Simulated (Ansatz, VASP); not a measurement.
## WC in VASP and in Ansatz

POSCAR

```
WC
1.0
    2.9447478072      0.0000000000      0.0000000000
   -1.4723739036      2.5502264088      0.0000000000
    0.0000000000      0.0000000000      2.8739279649
W C
1 1
Direct
    0.0000000000      0.0000000000      0.0000000000
    0.6666666667      0.3333333333      0.5000000000
```

INCAR.step1

```
ALGO = Normal ; EDIFF = 1E-4
ENCUT = 520 ; GGA = PE
ISMEAR = -1 ; LASPH = T
LCHARG = F ; LREAL = F
LWAVE = T ; NBANDS = 16
NELM = 100 ; PREC = Accurate
SIGMA = 0.05
```

File INCAR.step2:

```
ALGO = Normal ; BPARAM = 11.95
CPARAM = 0.0093 ; EDIFF = 1E-7
ENCUT = 520 ; ISIF = 2
ISMEAR = -1 ; ISTART = 1
IVDW_NL = 2 ; LASPH = T
LCHARG = F ; LMIXTAU = T
LREAL = F ; LUSE_VDW = T
LWAVE = F ; METAGGA = R2SCAN
NBANDS = 16 ; NELM = 100
PREC = Accurate ; SIGMA = 0.05
```

File KPOINTS:

```
k-points
0
Gamma
  10 10 9
```

File input.yaml:

```yaml
crystal:
  lattice:
    - [2.9447478072, 0.0, 0.0]
    - [-1.4723739036, 2.5502264088, 0.0]
    - [0.0, 0.0, 2.8739279649]
  atoms:
    - { symbol: W, position: [0.0, 0.0, 0.0] }
    - { symbol: C, position: [0.6666666667, 0.3333333333, 0.5] }
hamiltonian:
  xc: r2scan
  pseudopotentials: { kind: paw }
  dispersion: rvv10
kpoints:
  mp_grid: { grid: [10, 10, 9] }
scf:
  occupations: { method: fermi_dirac, width: 0.05 }
output:
  forces: true
  stress: true
  eigenvalues: true
```

Alike in both runs: task single point; functional r2SCAN; dispersion rVV10; k mesh 10 × 10 × 9; occupations fermi-dirac, width 0.05 eV; no spin polarisation.

|  | VASP | Ansatz |
| --- | --- | --- |
| version | VASP 6.6.1 | Ansatz 0.2.0 |
| potentials or method | VASP PAW PBE potentials, release 64 (W_sv, C) | Ansatz PAW |
| plane-wave cutoff (eV) | 520 | 500 |
| valence electrons in the cell | 18 | 18 |

Ansatz gave:

| Property | Result |
| --- | --- |
| gap on the k mesh at the Fermi level (eV) | none |
| pressure (GPa) | -15.4 |
| traceless stress, the component that is largest in VASP (GPa) | -2.63 |

Question: What did VASP give for the same quantities?

Answer: gap on the k mesh at the Fermi level (eV): none; pressure (GPa): -13.2; traceless stress, the component that is largest in VASP (GPa): -2.44.

VASP's potentials were made for PBE, not for r2SCAN. A gap of «none» marks a metal or a gap that the smearing closes.

Spin-orbit coupling is off throughout.
